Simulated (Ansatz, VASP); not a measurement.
Se in VASP and in Ansatz

INCAR

```
PREC = Accurate
ENCUT = 520
EDIFF = 1E-7
ISMEAR = 0
SIGMA = 0.02
LREAL = False
LASPH = True
NELM = 60
ALGO = Normal
ISIF = 2
LWAVE = False
LCHARG = False
GGA = PS
NBANDS = 27
```

File KPOINTS:

```
Automatic mesh
0
Gamma
  6 6 6
```

File POSCAR:

```
Se
1.0
    5.5120062507      3.1823582926      1.5678899944
   -5.5120062507      3.1823582926      1.5678899944
    0.0000000000     -6.3647165852      1.5678899943
Se
6
Direct
    0.2873508869      0.1545784392      0.9038728072
    0.9038728072      0.2873508869      0.1545784392
    0.1545784392      0.9038728072      0.2873508869
    0.7126491131      0.8454215608      0.0961271928
    0.0961271928      0.7126491131      0.8454215608
    0.8454215608      0.0961271928      0.7126491131
```

Input for Ansatz:

```yaml
crystal:
  lattice:
    - [5.5120062507, 3.1823582926, 1.5678899944]
    - [-5.5120062507, 3.1823582926, 1.5678899944]
    - [0.0, -6.3647165852, 1.5678899943]
  atoms:
    - { symbol: Se, position: [0.2873508869, 0.1545784392, 0.9038728072] }
    - { symbol: Se, position: [0.9038728072, 0.2873508869, 0.1545784392] }
    - { symbol: Se, position: [0.1545784392, 0.9038728072, 0.2873508869] }
    - { symbol: Se, position: [0.7126491131, 0.8454215608, 0.0961271928] }
    - { symbol: Se, position: [0.0961271928, 0.7126491131, 0.8454215608] }
    - { symbol: Se, position: [0.8454215608, 0.0961271928, 0.7126491131] }
basis:
  ecutwfc: 420
kpoints:
  mp_grid: { grid: [6, 6, 6] }
  band_path: { path: [VBM, CBM], npoints: 2 }
hamiltonian:
  xc: pbesol
scf:
  occupations: { method: gaussian, width: 0.02 }
output:
  forces: true
  stress: true
  eigenvalues: true
checkpoint:
  read: start.run
  write: ck
  compress: false
  write_wavefunctions: false
  write_every: 100000
```

Alike in both runs: task single point; functional PBEsol; k mesh 6 × 6 × 6; occupations gaussian, width 0.02 eV; no spin polarisation.

```csv
,VASP,Ansatz
version,VASP 6.6.1,Ansatz 0.2.0
potentials or method,"VASP PAW PBE potentials, release 64 (Se), cutoff 520 eV","scalar-relativistic, plane waves, PAW"
valence electrons in the cell,36,96
```

Ansatz gave:

```
gap on the k mesh at the Fermi level (eV)                     : 1.22
least direct gap on the mesh (eV)                             : 1.33
pressure (GPa)                                                : -1.2
traceless stress, the component that is largest in VASP (GPa) : 0.55
rms of the force components (eV/Å)                            : 0.002
```

Problem. What did VASP give for the same quantities?

Solution. gap on the k mesh at the Fermi level (eV): 1.22; least direct gap on the mesh (eV): 1.33; pressure (GPa): -1.0; traceless stress, the component that is largest in VASP (GPa): 0.49; rms of the force components (eV/Å): 0.020.

VASP's potentials were made for PBE, not for PBEsol. Atom by atom the forces differ by 0.022 eV/Å (rms over components). VASP's potentials hold 36 valence electrons a cell and Ansatz's 96, so a difference there can come from the potentials and not from the codes.
